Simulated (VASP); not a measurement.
# Ta8HN8 (a cell with a defect): single point with PBE

System: Ta8HN8 (a cell with a defect).

```xyz
17
Lattice="0.0000 4.4173 -4.4173 4.4173 4.4173 0.0000 4.4173 0.0000 -4.4173" Properties=species:S:1:pos:R:3 pbc="T T T"
Ta    4.3423    4.4231   -2.2145
Ta    2.3829    2.0787   -2.1898
Ta    4.3424    6.4711   -4.2626
Ta    2.3323    4.3771   -4.3087
Ta    6.8001    4.3983   -4.2874
Ta    4.4285    2.1354   -4.3443
Ta    6.7496    6.5172   -6.5858
Ta    4.4284    4.3411   -6.5499
N     2.1250   -0.1224   -2.0864
N     4.5889    2.2706   -1.9978
N     2.1251    2.1821   -4.3908
N     4.5860    4.2971   -4.3884
N     4.5888   -0.2109   -4.4793
N     6.5763    2.1893   -4.3980
N     4.5861    2.1797   -6.5059
N     6.5762    4.2877   -6.4965
H     3.6425    5.4472   -7.6555
```

- Program: VASP 6.6.1
- Task: single point
- Functional: PBE
- Potentials or basis: VASP PAW PBE potentials, release 64 (Ta_pv, N, H)
- Cutoff: 520 eV
- k mesh: 5 × 5 × 5
- Occupations: gaussian, width 0.1 eV
- Spin: no spin polarisation

```
Pressure               : 7.0 GPa
Largest force          : 1.463 eV/Å
Band gap on the k mesh : zero (an odd number of electrons rules out a gap without spin polarisation)
```

Forces in eV/Å, atoms in the order of the input:
```
Ta   0.117 -0.023  0.024
Ta   0.025 -0.010 -0.009
Ta   0.117  0.023 -0.023
Ta   0.102  0.116  0.115
Ta   0.025  0.009  0.011
Ta   0.129 -0.110  0.111
Ta   0.102 -0.115 -0.116
Ta   0.129  0.112 -0.112
N    0.076 -0.100  0.100
N    0.140 -0.134 -0.133
N    0.076  0.100 -0.100
N    0.029 -0.011 -0.011
N    0.140  0.133  0.133
N    0.114  0.056 -0.056
N    0.029  0.011  0.011
N    0.114 -0.056  0.056
H   -1.463  0.000 -0.001
```

Stress tensor (GPa, compression positive):
```
11.45  0.00  0.00
 0.00  4.72  0.54
 0.00  0.54  4.72
```

Levels at points of the mesh, in eV from the Fermi level:
```tsv
k point	band 62	band 63	band 64	band 65	band 66	band 67	band 68	band 69
(0.00, 0.00, 0.00)	-1.69	-0.88	0.32	0.58	1.22	1.40	1.44	1.69
```

It took 32 min on 1 thread of Intel(R) Xeon(R) 6975P-C (Granite Rapids), with other jobs on the host, peak memory 0.67 GiB.

Caveat: spin-orbit coupling is left out, which moves the levels of the heavy elements; an odd number of electrons without spin polarisation forces a metal; a magnetic or distorted state may lie lower.
